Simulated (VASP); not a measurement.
# LiF (Pm-3m) in VASP: single point with PBEsol

Aim: the single point of LiF with PBEsol.

Everything below comes from runs of VASP 6.6.1. Logs are shortened: lines on timing, memory, paths and dates and some standing lists are left out, and cuts for length are marked.

## Step 1: The cell of the first run

Symmetry: Pm-3m, No. 221, cubic system. Conventional cell: a = 2.560 Å, b = 2.560 Å, c = 2.560 Å, α = 90.00°, β = 90.00°, γ = 90.00°. Li (site symmetry m-3m) has 8 F at 2.22 Å and 6 Li at 2.56 Å within 2.9 Å. Within 2.9 Å of F (site symmetry m-3m) lie 8 Li at 2.22 Å and 6 F at 2.56 Å.

## Step 2: Single point, PBEsol

INCAR reads:

```
ALGO = Normal ; EDIFF = 1E-6
ENCUT = 750 ; GGA = PS
GGA_COMPAT = False ; ISIF = 2
ISMEAR = 1 ; LASPH = True
LCHARG = True ; LELF = True
LREAL = False ; LVHAR = True
LWAVE = False ; NBANDS = 18
NELM = 120 ; PREC = Accurate
SIGMA = 0.1
```

KPOINTS reads:

```
k-points
0
Gamma
  5 5 3
```

POSCAR reads:

```
LiF
1.0
    2.5595330000      0.0000000000      0.0000000000
    0.0000000000      2.5595330000      0.0000000000
    0.0000000000      0.0000000000      5.1190660000
Li F
2 2
Direct
    0.0000000000      0.0000000000      0.0000000000
    0.0000000000      0.0000000000      0.5000000000
    0.5000000000      0.5000000000      0.2500000000
    0.5000000000      0.5000000000      0.7500000000
```

Potentials or basis: VASP PAW PBE potentials, release 64 (Li_sv, F).

Command:

```console
cat potpaw_PBE.64/Li_sv/POTCAR potpaw_PBE.64/F/POTCAR > POTCAR
mpirun -np 1 vasp_std > vasp.out
```

OUTCAR:

```text
EDIFF = 1E-6
   ENCUT = 750
   GGA = PS
   ISIF = 2
   ISMEAR = 1
   LASPH = True
   LREAL = False
   NELM = 120
   PREC = Accurate

 ion  position               nearest neighbor table
   1  0.000  0.000  0.000-   3 2.22   4 2.22   3 2.22   4 2.22   3 2.22   4 2.22   3 2.22   4 2.22
                             2 2.56   2 2.56
   2  0.000  0.000  0.500-   3 2.22   4 2.22   3 2.22   4 2.22   3 2.22   4 2.22   3 2.22   4 2.22
                             1 2.56   1 2.56
   3  0.500  0.500  0.250-   1 2.22   2 2.22   1 2.22   2 2.22   1 2.22   2 2.22   1 2.22   2 2.22

   4  0.500  0.500  0.750-   1 2.22   2 2.22   1 2.22   2 2.22   1 2.22   2 2.22   1 2.22   2 2.22

  LATTYP: Found a simple tetragonal cell.
 ALAT       =     2.5595330000
 C/A-ratio  =     2.0000000000

  Lattice vectors:

 A1 = (   2.5595330000,   0.0000000000,   0.0000000000)
 A2 = (   0.0000000000,   2.5595330000,   0.0000000000)
 A3 = (   0.0000000000,   0.0000000000,   5.1190660000)

Analysis of symmetry for initial positions (statically):
=====================================================================
 Subroutine PRICEL returns following result:

  LATTYP: Found a simple cubic cell.
 ALAT       =     2.5595330000

  Lattice vectors:

 A1 = (   2.5595330000,   0.0000000000,   0.0000000000)
 A2 = (   0.0000000000,   2.5595330000,   0.0000000000)
 A3 = (   0.0000000000,   0.0000000000,   2.5595330000)

   2 primitive cells build up your supercell.

 Routine SETGRP: Setting up the symmetry group for a
 simple tetragonal supercell.

 Subroutine GETGRP returns: Found 16 space group operations
 (whereof 16 operations were pure point group operations)
 out of a pool of 16 trial point group operations.

The static configuration has the point symmetry D_4h.

Analysis of symmetry for dynamics (positions and initial velocities):
=====================================================================
 Subroutine PRICEL returns following result:

  LATTYP: Found a simple cubic cell.
 ALAT       =     2.5595330000

  Lattice vectors:

 A1 = (   2.5595330000,   0.0000000000,   0.0000000000)
 A2 = (   0.0000000000,   2.5595330000,   0.0000000000)
 A3 = (   0.0000000000,   0.0000000000,   2.5595330000)

   2 primitive cells build up your supercell.

 Routine SETGRP: Setting up the symmetry group for a
 simple tetragonal supercell.

 Subroutine GETGRP returns: Found 16 space group operations
 (whereof 16 operations were pure point group operations)
 out of a pool of 16 trial point group operations.

The dynamic configuration has the point symmetry D_4h.

 Subroutine INISYM returns: Found 16 space group operations
 (whereof 16 operations are pure point group operations),
 and found     2 'primitive' translations

----------------------------------------------------------------------------------------

                                     Primitive cell

  volume of cell :      16.7680

  direct lattice vectors                    reciprocal lattice vectors
     2.559533000  0.000000000  0.000000000     0.390696272  0.000000000  0.000000000
     0.000000000  2.559533000  0.000000000     0.000000000  0.390696272  0.000000000
     0.000000000  0.000000000  2.559533000     0.000000000  0.000000000  0.390696272

  length of vectors
     2.559533000  2.559533000  2.559533000     0.390696272  0.390696272  0.390696272

  position of ions in fractional coordinates (direct lattice)
     0.000000000  0.000000000  0.000000000
     0.500000000  0.500000000  0.500000000

  ion indices of the primitive-cell ions
   primitive index   ion index
                 1           1
                 2           3

----------------------------------------------------------------------------------------

 KPOINTS: k-points

Automatic generation of k-mesh.
 Grid dimensions read from file:
 generate k-points for:    5    5    3

 Generating k-lattice:

  Cartesian coordinates                     Fractional coordinates (reciprocal lattice)
     0.078139254  0.000000000  0.000000000     0.200000000  0.000000000  0.000000000
     0.000000000  0.078139254  0.000000000     0.000000000  0.200000000  0.000000000
     0.000000000  0.000000000  0.065116045     0.000000000  0.000000000  0.333333333

  Length of vectors
     0.078139254  0.078139254  0.065116045

  Shift w.r.t. Gamma in fractional coordinates (k-lattice)
     0.000000000  0.000000000  0.000000000

 Subroutine IBZKPT returns following result:
 ===========================================

 Found     12 irreducible k-points:

 Following reciprocal coordinates:
            Coordinates               Weight
  0.000000  0.000000  0.000000      1.000000
  0.200000  0.000000  0.000000      4.000000
  0.400000  0.000000  0.000000      4.000000
  0.200000  0.200000  0.000000      4.000000
  0.400000  0.200000  0.000000      8.000000
  0.400000  0.400000  0.000000      4.000000
  0.000000  0.000000  0.333333      2.000000
  0.200000  0.000000  0.333333      8.000000
  0.400000  0.000000  0.333333      8.000000
  0.200000  0.200000  0.333333      8.000000
  0.400000  0.200000  0.333333     16.000000
  0.400000  0.400000  0.333333      8.000000
   k-points           NKPTS =     12   k-points in BZ     NKDIM =     12   number of bands    NBANDS=     18
   number of dos      NEDOS =    301   number of ions     NIONS =      4
   total plane-waves  NPLWV =  27648
   dimension x,y,z NGX =    24 NGY =   24 NGZ =   48
   dimension x,y,z NGXF=    48 NGYF=   48 NGZF=   96
   ions per type =               2   2
   NGX,Y,Z   is equivalent  to a cutoff of  15.59, 15.59, 15.59 a.u.
   NGXF,Y,Z  is equivalent  to a cutoff of  31.18, 31.18, 31.18 a.u.
 SYSTEM =  unknown system
   PREC   = accura    normal or accurate (medium, high low for compatibility)
   ISTART =      0    job   : 0-new  1-cont  2-samecut
   ICHARG =      2    charge: 1-file 2-atom 10-const
   ISPIN  =      1    spin polarized calculation?
   LNONCOLLINEAR =      F non collinear calculations
   LSORBIT =      F    spin-orbit coupling
   LASPH  =      T    aspherical Exc in radial PAW
   ENCUT  =  750.0 eV  55.12 Ry    7.42 a.u.   5.72  5.72 11.43*2*pi/ulx,y,z
   NELM   =    120;   NELMIN=  2; NELMDL= -5     # of ELM steps
   EDIFF  = 0.1E-05   stopping-criterion for ELM
   LREAL  =      F    real-space projection
   EDIFFG = 0.1E-04   stopping-criterion for IOM
   NSW    =      0    number of steps for IOM
   IBRION =     -1    ionic relax: 0-MD 1-quasi-New 2-CG
   NFREE  =      0    steps in history (QN), initial steepest desc. (CG)
   ISIF   =      2    stress and relaxation
   ISYM   =      2    0-nonsym 1-usesym 2-fastsym
   POTIM  = 0.5000    time-step for ionic-motion
   TEBEG  =    0.0;   TEEND  =   0.0 temperature during run
   PSTRESS=    0.0 pullay stress
   NELECT =      20.0000    total number of electrons
   NUPDOWN=      -1.0000    fix difference up-down
   EMIN   =  10.00;   EMAX   =-10.00  energy-range for DOS
   EFERMI =   0.00;   METHOD = LEGACY
   ISMEAR =     1;   SIGMA  =   0.10  broadening in eV -4-tet -1-fermi 0-gaus
   EFERMI_NEDOS =   21; number of points for ismear=-14 and -15
   IALGO  =     38    algorithm
   IMIX   =      4    mixing-type and parameters
     AMIX     =   0.40;   BMIX     =  1.00
     AMIX_MAG =   1.60;   BMIX_MAG =  1.00
  volume/ion in A,a.u.               =       8.38        56.58
  Fermi-wavevector in a.u.,A,eV,Ry     =   1.377994  2.604032 25.835673  1.898868
  Thomas-Fermi vector in A             =   2.503097
   LORBIT       =      0    0 simple, 1 ext, 2 COOP (PROOUT), +10 PAW based schemes
   GGA     = PS    functional components
   LHFCALC =     F    Hartree Fock is set to
   AEXX    =    0.0000 exact exchange contribution
   IVDW    =     0    specifies the selected vdW correction
   LEPSILON=     F    determine dielectric tensor
   LRPA    =     F    only Hartree local field effects (RPA)
 non-spin polarized calculation
 Methfessel and Paxton  Order N= 1 SIGMA  =   0.10
  energy-cutoff  :      750.00
  volume of cell :       33.54
 maximum number of plane-waves:      1576
 NGX is ok and might be reduce to    24
   NGX = 11   NGY = 11   NGZ = 23

 number of electron      20.0000013 magnetization

 Free energy of the ion-electron system (eV)
  ---------------------------------------------------
  ext. energy  EPLUGINS =         0.00000000
  ---------------------------------------------------
  free energy    TOTEN  =       -18.56119769 eV

  energy without entropy =      -18.56275850  energy(sigma->0) =      -18.56171796

 E-fermi :   0.0102     XC(G=0): -10.1344

 val. band max:       -0.0494957697   @ k =   0.4000   0.0000   0.0000
 cond. band min:       7.3467311616   @ k =   0.0000   0.0000   0.0000
 fundamental gap:      7.3962269314
 Fermi energy:         0.0102047933

 k-point     1 :       0.0000    0.0000    0.0000
  band No.  band energies     occupation
      1     -42.1248      2.00000
      2     -42.0748      2.00000
      3     -20.7105      2.00000
      4     -20.2427      2.00000
      5      -3.7405      2.00000
      6      -0.6970      2.00000
[... 10 lines left out ...]
     17      20.2003      0.00000
     18      20.8128      0.00000

 k-point     2 :       0.2000    0.0000    0.0000
  band No.  band energies     occupation
      1     -42.1076      2.00000
      2     -42.0604      2.00000
      3     -20.5563      2.00000
      4     -20.0668      2.00000
      5      -3.5959      2.00000
      6      -1.9053      2.00000
[... 10 lines left out ...]
     17      20.6438      0.00000
     18      20.6440      0.00000

 k-point     3 :       0.4000    0.0000    0.0000
  band No.  band energies     occupation
      1     -42.0796      2.00000
      2     -42.0370      2.00000
      3     -20.2904      2.00000
      4     -19.7634      2.00000
      5      -3.4964      2.00000
      6      -3.3495      2.00000
[... 160 lines left out ...]
 k-point    11 :       0.4000    0.2000    0.3333
  band No.  band energies     occupation
      1     -42.0547      2.00000
      2     -42.0342      2.00000
      3     -19.9973      2.00000
      4     -19.7463      2.00000
      5      -3.2151      2.00000
      6      -2.9278      2.00000
[... 10 lines left out ...]
     17      21.2536      0.00000
     18      21.8915      0.00000

 k-point    12 :       0.4000    0.4000    0.3333
  band No.  band energies     occupation
      1     -42.0316      2.00000
      2     -42.0125      2.00000
      3     -19.7078      2.00000
      4     -19.4791      2.00000
      5      -2.9402      2.00000
      6      -2.8690      2.00000
[... 10 lines left out ...]
     17      21.3009      0.00000
     18      22.7521      0.00000

------------------------ aborting loop because EDIFF is reached ----------------------------------------

  FORCE on cell =-STRESS in cart. coord.  units (eV):
  Direction    XX          YY          ZZ          XY          YZ          ZX
  --------------------------------------------------------------------------------------
  -------------------------------------------------------------------------------------
  Total       -0.7106359     -0.7106359     -0.7086806      0.0000000     -0.0000000      0.0000000
  in kB      -33.9504500    -33.9504500    -33.8570346      0.0000000     -0.0000000      0.0000000
  external PRESSURE =     -33.9193115 kB  Pullay stress =       0.0000000 kB

 VOLUME and BASIS-vectors are now :
 -----------------------------------------------------------------------------
  energy-cutoff  :      750.00
  volume of cell :       33.54
      direct lattice vectors                 reciprocal lattice vectors
     2.559533000  0.000000000  0.000000000     0.390696272  0.000000000  0.000000000
     0.000000000  2.559533000  0.000000000     0.000000000  0.390696272  0.000000000
     0.000000000  0.000000000  5.119066000     0.000000000  0.000000000  0.195348136

 POSITION                                       TOTAL-FORCE (eV/Angst)
 -----------------------------------------------------------------------------------
      0.00000      0.00000      0.00000         0.000000      0.000000     -0.000000
      0.00000      0.00000      2.55953         0.000000      0.000000      0.000000
      1.27977      1.27977      1.27977         0.000000      0.000000     -0.000000
      1.27977      1.27977      3.83930        -0.000000     -0.000000     -0.000000
 -----------------------------------------------------------------------------------
    total drift:                                0.000000     -0.000000     -0.000000

  FREE ENERGIE OF THE ION-ELECTRON SYSTEM (eV)
  ---------------------------------------------------
  free  energy   TOTEN  =       -18.5611976893 eV

  energy  without entropy=      -18.5627584976  energy(sigma->0) =      -18.56171796
```

Wall time 8.2 s (1 thread of AMD EPYC 9R45 (Zen 5), shared host); peak memory 0.13 GiB.

What came out:

| Item | Value |
| --- | --- |
| Free energy | -18.5612 eV |
| Pressure | -3.4 GPa |
| Band gap on the k mesh | 7.40 eV |

Caveat: the k points lie up to 0.49 Å⁻¹ apart; the PAW data sets were made with another functional, which shifts forces and pressure a little. A k mesh can miss the band edges.
